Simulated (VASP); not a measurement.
# TaH5 (P-62m) in VASP: a series of runs, part 2 of 2

VASP 6.6.1.

### 4 Relaxation of cell and atoms, PBE

The input, INCAR:

```
SYSTEM = TaH5
PREC = Accurate ; ENCUT = 600
EDIFF = 1E-6 ; ISMEAR = 0
SIGMA = 0.1 ; LREAL = .FALSE.
LASPH = .TRUE. ; NELM = 100
ALGO = Normal ; ISIF = 3
LWAVE = .FALSE. ; LCHARG = .FALSE.
GGA = PE ; IBRION = 2
NSW = 90 ; EDIFFG = -0.04
```

The input, KPOINTS:

```
regular mesh
0
G
  6 6 4
  0 0 0
```

The input, POSCAR:

```
TaH5
1.0
    3.9925355400      0.0000000000      0.0000000000
   -1.9962677700      3.4576372000      0.0000000000
    0.0000000000      0.0000000000      3.9692342400
Ta H
1 5
Direct
    0.0000000000      0.0000000000      0.5000000000
    0.6700041300      0.0000000000      0.0000000000
    0.3299958700      0.3299958700      0.0000000000
    0.0000000000      0.6700041300      0.0000000000
    0.6666666700      0.3333333300      0.5000000000
    0.3333333300      0.6666666700      0.5000000000
```

Potentials or basis: VASP PAW PBE potentials, release 64 (Ta_pv, H).

The run is started by

```console
> cat potpaw_PBE.64/Ta_pv/POTCAR potpaw_PBE.64/H/POTCAR > POTCAR
> mpirun -np 1 vasp_std > vasp.out
```

OUTCAR:

```text
SYSTEM = TaH5
   PREC = Accurate
   ENCUT = 600
   EDIFF = 1E-6
   ISMEAR = 0
   LREAL = .FALSE.
   LASPH = .TRUE.
   NELM = 100
   ISIF = 3
   GGA = PE
   IBRION = 2
   NSW = 90
   EDIFFG = -0.04

 ion  position               nearest neighbor table
   1  0.000  0.000  0.500-
   2  0.670  0.000  0.000-
   3  0.330  0.330  0.000-
   4  0.000  0.670  0.000-
   5  0.667  0.333  0.500-
   6  0.333  0.667  0.500-

  LATTYP: Found a hexagonal cell.
 ALAT       =     3.9925355400
 C/A-ratio  =     0.9941637839

  Lattice vectors:

 A1 = (   3.9925355400,   0.0000000000,   0.0000000000)
 A2 = (  -1.9962677700,   3.4576372000,   0.0000000000)
 A3 = (   0.0000000000,   0.0000000000,   3.9692342400)

Analysis of symmetry for initial positions (statically):
=====================================================================
 Subroutine PRICEL returns:
 Original cell was already a primitive cell.

 Routine SETGRP: Setting up the symmetry group for a
 hexagonal supercell.

 Subroutine GETGRP returns: Found 12 space group operations
 (whereof 12 operations were pure point group operations)
 out of a pool of 24 trial point group operations.

The static configuration has the point symmetry D_3h.

Analysis of symmetry for dynamics (positions and initial velocities):
[... 136 lines left out ...]
  volume/ion in A,a.u.               =       9.13        61.63
  Fermi-wavevector in a.u.,A,eV,Ry     =   1.086100  2.052432 16.049614  1.179613
  Thomas-Fermi vector in A             =   2.222229
   LORBIT       =      0    0 simple, 1 ext, 2 COOP (PROOUT), +10 PAW based schemes
   GGA     = PE    functional components
   LHFCALC =     F    Hartree Fock is set to
   AEXX    =    0.0000 exact exchange contribution
   IVDW    =     0    specifies the selected vdW correction
   LEPSILON=     F    determine dielectric tensor
   LRPA    =     F    only Hartree local field effects (RPA)
 conjugate gradient relaxation of ions
 non-spin polarized calculation
 Gauss-broadening in eV      SIGMA  =   0.10
  energy-cutoff  :      600.00
  volume of cell :       54.79
 maximum number of plane-waves:      1852
 NGX is ok and might be reduce to    32
   NGX = 15   NGY = 15   NGZ = 15

--------------------------------------- Ionic step        1  -------------------------------------------

 number of electron      15.9999998 magnetization

 Free energy of the ion-electron system (eV)
  ---------------------------------------------------
  ext. energy  EPLUGINS =         0.00000000
  ---------------------------------------------------
  free energy    TOTEN  =       -24.00913748 eV

  energy without entropy =      -23.99530942  energy(sigma->0) =      -24.00222345

 E-fermi :   0.9988     XC(G=0):  -9.5835

 val. band max:        0.9726966819   @ k =   0.5000   0.0000   0.0000
 cond. band min:       1.0043608264   @ k =   0.3333   0.1667   0.0000
 fundamental gap:      0.0316641444
 Fermi energy:         0.9987582975
[... 954 lines left out ...]
--------------------------------------- Ionic step        9  -------------------------------------------

 number of electron      16.0000001 magnetization

 Free energy of the ion-electron system (eV)
  ---------------------------------------------------
  ext. energy  EPLUGINS =         0.00000000
  ---------------------------------------------------
  free energy    TOTEN  =       -27.81208799 eV

  energy without entropy =      -27.80439308  energy(sigma->0) =      -27.80824053

 E-fermi :   4.4858     XC(G=0): -11.4271

 val. band max:        4.4706591151   @ k =   0.3333   0.1667   0.0000
 cond. band min:       4.5597288212   @ k =   0.1667   0.1667   0.2500
 fundamental gap:      0.0890697061
 Fermi energy:         4.4858092767
[... 346 lines left out ...]
  FREE ENERGIE OF THE ION-ELECTRON SYSTEM (eV)
  ---------------------------------------------------
  free  energy   TOTEN  =       -27.8120879883 eV

  energy  without entropy=      -27.8043930787  energy(sigma->0) =      -27.80824053

 reached required accuracy - stopping structural energy minimisation
```

CONTCAR:

```text
TaH5
   1.00000000000000
     3.5896212313476501    0.0000000000000000    0.0000000000000000
    -1.7948106156738250    3.1087031741580260   -0.0000000000000000
     0.0000000000000000    0.0000000000000000    3.0946944961491618
  Ta              H
     1     5
Direct
     0.0000000000000000    0.0000000000000000    0.5000000000000000
     0.6914630525577135    0.0000000000000000    0.0000000000000000
     0.3085369474430632    0.3085369474438398    0.0000000000000000
     0.9999999999992235    0.6914630525561603    1.0000000000000000
     0.6666666699999979    0.3333333300000021    0.5000000000000000
     0.3333333300000021    0.6666666699999979    0.5000000000000000

  0.00000000E+00  0.00000000E+00  0.00000000E+00
  0.00000000E+00  0.00000000E+00  0.00000000E+00
  0.00000000E+00  0.00000000E+00  0.00000000E+00
  0.00000000E+00  0.00000000E+00  0.00000000E+00
  0.00000000E+00  0.00000000E+00  0.00000000E+00
  0.00000000E+00  0.00000000E+00  0.00000000E+00
```

It took 69 s on 1 thread of AMD EPYC 7R13 (Zen 3), shared host; peak memory 0.16 GiB.

What came out:

```yaml
Free_energy: -27.8121 eV
Relaxed_volume: 5.76 Å³/atom
Relaxed_cell: a = 3.590 Å, b = 3.590 Å, c = 3.095 Å, α = 90.00°, β = 90.00°, γ = 120.00°
Space_group_after_relaxing_to_0.1_Å: P-62m (No. 189)
Energy_gained_by_relaxing: 633.8 meV/atom
Ionic_steps: 9
Pressure_after_relaxing: -0.6 GPa
Largest_force_after_relaxing: 0.008 eV/Å
Band_gap_on_the_k_mesh: zero (bands 8 and 9 overlap by 1.49 eV)
```

Forces on the atoms (eV/Å):
```
Ta   0.000  0.000  0.000
H   -0.008  0.000  0.000
H    0.004  0.007  0.000
H    0.004 -0.007  0.000
H    0.000  0.000  0.000
H    0.000  0.000  0.000
```

Step by step:
```
step  energy change (eV)  largest force (eV/Å)  pressure (GPa)  volume (Å³)
   1              0.0000                1.1504          -32.57        54.79
   2             -2.9634                0.7677          -23.88        41.31
   3             -3.7366                0.1742           -5.54        35.18
   4             -3.7690                0.0969            3.69        33.44
   5             -3.7721                0.0210            1.08        33.89
   6             -3.7934                0.0519            1.15        34.04
   7             -3.8012                0.0954            1.36        34.22
   8             -3.8014                0.0882            1.34        34.19
   9             -3.8030                0.0077           -0.59        34.53
```

Final structure:
```xyz
6
Lattice="3.5896 0.0000 0.0000 -1.7948 3.1087 0.0000 0.0000 0.0000 3.0947" Properties=species:S:1:pos:R:3 pbc="T T T"
Ta    0.0000    0.0000    1.5473
H     2.4821    0.0000    0.0000
H     0.5538    0.9591    0.0000
H     2.3486    2.1496    3.0947
H     1.7948    1.0362    1.5473
H     0.0000    2.0725    1.5473
```

Caveat: the k points lie up to 0.51 Å⁻¹ apart in the final cell, too coarse for converged energies and pressures of a metal; the volume moved by over 15 % at a fixed basis, so the end points are rough; spin-orbit coupling is left out, which moves the levels of the heavy elements.

### 5 Single point, PBE

This run uses another cell than the first one, of 5.71 Å³/atom.

The input, INCAR:

```
SYSTEM = TaH5
PREC = Accurate ; ENCUT = 520
EDIFF = 1E-6 ; ISMEAR = 0
SIGMA = 0.1 ; LREAL = .False.
LASPH = .True. ; NELM = 80
ALGO = Normal ; ISIF = 2
LWAVE = .False. ; LCHARG = .False.
GGA = PE ; NBANDS = 17
```

The input, KPOINTS:

```
Automatic mesh
0
Gamma
  12 12 12
  0 0 0
```

The input, POSCAR:

```
TaH5
1.0
    3.5541928486      0.0000000000      0.0000000000
   -1.7770964243      3.0780212969      0.0000000000
    0.0000000000      0.0000000000      3.1311587708
Ta H
1 5
Direct
    0.0000000000      0.0000000000      0.5000000000
    0.6962716088      0.0000000000      0.0000000000
    0.3037283912      0.3037283912      0.0000000000
    0.0000000000      0.6962716088      0.0000000000
    0.6666666667      0.3333333333      0.5000000000
    0.3333333333      0.6666666667      0.5000000000
```

Potentials or basis: VASP PAW PBE potentials, release 64 (Ta_pv, H).

The run is started by

```console
> cat potpaw_PBE.64/Ta_pv/POTCAR potpaw_PBE.64/H/POTCAR > POTCAR
> mpirun -np 1 vasp_std > vasp.out
```

OUTCAR:

```text
SYSTEM = TaH5
   PREC = Accurate
   ENCUT = 520
   EDIFF = 1E-6
   ISMEAR = 0
   LREAL = .False.
   LASPH = .True.
   NELM = 80
   ISIF = 2
   GGA = PE

 ion  position               nearest neighbor table
   1  0.000  0.000  0.500-   2 1.90   2 1.90   4 1.90   4 1.90   3 1.90   3 1.90   6 2.05   5 2.05
                             5 2.05   6 2.05   5 2.05   6 2.05
   2  0.696  0.000  0.000-   1 1.90   1 1.90
   3  0.304  0.304  0.000-   1 1.90   1 1.90
   4  0.000  0.696  0.000-   1 1.90   1 1.90
   5  0.667  0.333  0.500-   1 2.05   1 2.05   1 2.05
   6  0.333  0.667  0.500-   1 2.05   1 2.05   1 2.05

  LATTYP: Found a hexagonal cell.
 ALAT       =     3.5541928486
 C/A-ratio  =     0.8809760483

  Lattice vectors:

 A1 = (   3.5541928486,   0.0000000000,   0.0000000000)
 A2 = (  -1.7770964243,   3.0780212969,   0.0000000000)
 A3 = (   0.0000000000,   0.0000000000,   3.1311587708)

Analysis of symmetry for initial positions (statically):
=====================================================================
 Subroutine PRICEL returns:
 Original cell was already a primitive cell.

 Routine SETGRP: Setting up the symmetry group for a
 hexagonal supercell.

 Subroutine GETGRP returns: Found 12 space group operations
 (whereof 12 operations were pure point group operations)
 out of a pool of 24 trial point group operations.

The static configuration has the point symmetry D_3h.

Analysis of symmetry for dynamics (positions and initial velocities):
=====================================================================
 Subroutine PRICEL returns:
 Original cell was already a primitive cell.

 Routine SETGRP: Setting up the symmetry group for a
 hexagonal supercell.

 Subroutine GETGRP returns: Found 12 space group operations
 (whereof 12 operations were pure point group operations)
 out of a pool of 24 trial point group operations.

The dynamic configuration has the point symmetry D_3h.
[... 124 lines left out ...]
   IALGO  =     38    algorithm
   IMIX   =      4    mixing-type and parameters
     AMIX     =   0.40;   BMIX     =  1.00
     AMIX_MAG =   1.60;   BMIX_MAG =  1.00
  volume/ion in A,a.u.               =       5.71        38.53
  Fermi-wavevector in a.u.,A,eV,Ry     =   1.270210  2.400349 21.952101  1.613434
  Thomas-Fermi vector in A             =   2.403210
   LORBIT       =      0    0 simple, 1 ext, 2 COOP (PROOUT), +10 PAW based schemes
   GGA     = PE    functional components
   LHFCALC =     F    Hartree Fock is set to
   AEXX    =    0.0000 exact exchange contribution
   IVDW    =     0    specifies the selected vdW correction
   LEPSILON=     F    determine dielectric tensor
   LRPA    =     F    only Hartree local field effects (RPA)
 non-spin polarized calculation
 Gauss-broadening in eV      SIGMA  =   0.10
  energy-cutoff  :      520.00
  volume of cell :       34.25
 maximum number of plane-waves:       942
 NGX is ok and might be reduce to    28
   NGX = 13   NGY = 13   NGZ = 11

 number of electron      16.0000002 magnetization

 Free energy of the ion-electron system (eV)
  ---------------------------------------------------
  ext. energy  EPLUGINS =         0.00000000
  ---------------------------------------------------
  free energy    TOTEN  =       -27.88272855 eV

  energy without entropy =      -27.87878869  energy(sigma->0) =      -27.88075862

 E-fermi :   4.1247     XC(G=0): -11.4592

 val. band max:        4.1126765230   @ k =   0.1667   0.1667   0.0833
 cond. band min:       4.1366464758   @ k =   0.0000   0.0000   0.4167
 fundamental gap:      0.0239699528
 Fermi energy:         4.1246606599

 k-point     1 :       0.0000    0.0000    0.0000
  band No.  band energies     occupation
      1     -31.0184      2.00000
      2     -31.0184      2.00000
      3     -30.7278      2.00000
      4      -8.2022      2.00000
      5      -2.0501      2.00000
      6       1.6639      2.00000
[... 457 lines left out ...]
      4      -6.1720      2.00000
      5      -2.2366      2.00000
      6      -1.6493      2.00000
[... 9 lines left out ...]
     16      17.2819      0.00000
     17      17.8873      0.00000

 [... further k-points ...]
[... 5 lines left out ...]
  --------------------------------------------------------------------------------------
  -------------------------------------------------------------------------------------
  Total       -0.0093013     -0.0093013      0.0271211     -0.0000000      0.0000000     -0.0000000
  in kB       -0.4350466     -0.4350466      1.2685273     -0.0000000      0.0000000     -0.0000000
  external PRESSURE =       0.1328114 kB  Pullay stress =       0.0000000 kB

 VOLUME and BASIS-vectors are now :
 -----------------------------------------------------------------------------
  energy-cutoff  :      520.00
  volume of cell :       34.25
      direct lattice vectors                 reciprocal lattice vectors
     3.554192849  0.000000000  0.000000000     0.281357834  0.162442021  0.000000000
    -1.777096424  3.078021297  0.000000000     0.000000000  0.324884042  0.000000000
     0.000000000  0.000000000  3.131158771     0.000000000  0.000000000  0.319370582

 POSITION                                       TOTAL-FORCE (eV/Angst)
 -----------------------------------------------------------------------------------
      0.00000      0.00000      1.56558        -0.000000      0.000000      0.000000
      2.47468      0.00000      0.00000        -0.013600      0.000000      0.000000
      0.53975      0.93488      0.00000         0.006800      0.011778      0.000000
     -1.23734      2.14314      0.00000         0.006800     -0.011778     -0.000000
      1.77710      1.02601      1.56558        -0.000000      0.000000      0.000000
     -0.00000      2.05201      1.56558        -0.000000     -0.000000      0.000000
 -----------------------------------------------------------------------------------
    total drift:                               -0.000000     -0.000000      0.000000

  FREE ENERGIE OF THE ION-ELECTRON SYSTEM (eV)
  ---------------------------------------------------
  free  energy   TOTEN  =       -27.8827285540 eV

  energy  without entropy=      -27.8787886902  energy(sigma->0) =      -27.88075862
```

OSZICAR:

```text
N       E                     dE             d eps       ncg     rms          rms(c)
DAV:   1     0.771636564450E+02    0.77164E+02   -0.81578E+03  4522   0.905E+02
DAV:   2    -0.278957027405E+02   -0.10506E+03   -0.99913E+02  5649   0.250E+02
DAV:   3    -0.302953354187E+02   -0.23996E+01   -0.23831E+01  5233   0.347E+01
DAV:   4    -0.303046556691E+02   -0.93203E-02   -0.93175E-02  5491   0.232E+00
DAV:   5    -0.303047039908E+02   -0.48322E-04   -0.48321E-04  5360   0.168E-01    0.217E+01
DAV:   6    -0.279880998844E+02    0.23166E+01   -0.15471E+00  4880   0.141E+01    0.782E+00
DAV:   7    -0.278952569108E+02    0.92843E-01   -0.35573E-01  6086   0.433E+00    0.274E+00
DAV:   8    -0.278853314318E+02    0.99255E-02   -0.49440E-02  5257   0.196E+00    0.478E-01
DAV:   9    -0.278828391806E+02    0.24923E-02   -0.61983E-03  5319   0.832E-01    0.129E-01
DAV:  10    -0.278827241224E+02    0.11506E-03   -0.57103E-04  5698   0.199E-01    0.367E-02
DAV:  11    -0.278827254487E+02   -0.13263E-05   -0.52432E-05  5507   0.492E-02    0.129E-02
DAV:  12    -0.278827287505E+02   -0.33018E-05   -0.36879E-06  5274   0.146E-02    0.577E-03
DAV:  13    -0.278827285540E+02    0.19658E-06   -0.34283E-07  2972   0.423E-03
   1 F= -.27882729E+02 E0= -.27880759E+02  d E =-.393986E-02
```

Wall time 49 s (1 thread of AMD EPYC 7R13 (Zen 3), shared host); peak memory 0.17 GiB.

What came out:

- Free energy: -27.8827 eV
- Pressure: 0.0 GPa
- Largest force: 0.014 eV/Å
- Band gap on the k mesh: zero (bands 8 and 9 overlap by 1.87 eV)

Forces in eV/Å, atoms in the order of the input:
```
Ta   0.000  0.000  0.000
H   -0.014  0.000  0.000
H    0.007  0.012  0.000
H    0.007 -0.012  0.000
H    0.000  0.000  0.000
H    0.000  0.000  0.000
```

Levels at points of the mesh, in eV from the Fermi level:
```tsv
k point	band 4	band 5	band 6	band 7	band 8	band 9	band 10	band 11	band 12	band 13
(0.00, 0.00, 0.00)	-12.33	-6.17	-2.46	-2.46	-0.65	2.18	2.18	2.68	2.68	7.44
(0.50, 0.00, 0.00)	-9.10	-7.71	-6.05	-0.38	0.48	0.59	1.84	2.27	2.48	8.23
(0.00, 0.00, 0.50)	-9.16	-7.60	-3.20	-3.20	-0.66	-0.66	0.07	4.57	6.28	6.28
(0.50, 0.00, 0.50)	-7.07	-6.24	-4.95	-4.67	-3.98	2.16	2.83	4.88	5.40	7.78
```

Caveat: spin-orbit coupling is left out, which moves the levels of the heavy elements.

### 6 Summary

```csv
task,cell,k mesh,cutoff (eV),gap on the mesh (eV),pressure (GPa),largest force (eV/Å)
single point,"a = 3.993, b = 3.993, c = 3.969 Å, angles 90.0, 90.0, 120.0°, 6 atoms, atomic positions A",6 × 6 × 4,520,none,-32.7,1.15
relaxation of cell and atoms,"relaxed from a = 3.579, b = 3.579, c = 3.091 Å, angles 90.0, 90.0, 120.0°, 6 atoms, atomic positions B",6 × 6 × 6,600,none,0.2,0.02
relaxation of cell and atoms,"relaxed from a = 3.993, b = 3.993, c = 3.969 Å, angles 90.0, 90.0, 120.0°, 6 atoms, atomic positions A",6 × 6 × 4,600,none,-0.6,0.01
single point,"a = 3.554, b = 3.554, c = 3.131 Å, angles 90.0, 90.0, 120.0°, 6 atoms, atomic positions C",12 × 12 × 12,520,none,0.0,0.01
```

Alike in all rows: level PBE; potentials or basis VASP PAW PBE potentials, release 64 (Ta_pv, H); no spin polarisation; smearing gaussian 0.1 eV.

Caveats: some runs use coarse meshes; spin-orbit coupling is left out, which moves the levels of the heavy elements; forces of over 1 eV/Å act on the atoms, so gaps and moduli don't describe the material at rest (at least some runs); the volume moved by over 15 % at a fixed basis, so the end points are rough (at least some runs).

Total energies depend on the potentials used, so only differences within one code and one set of settings carry meaning.
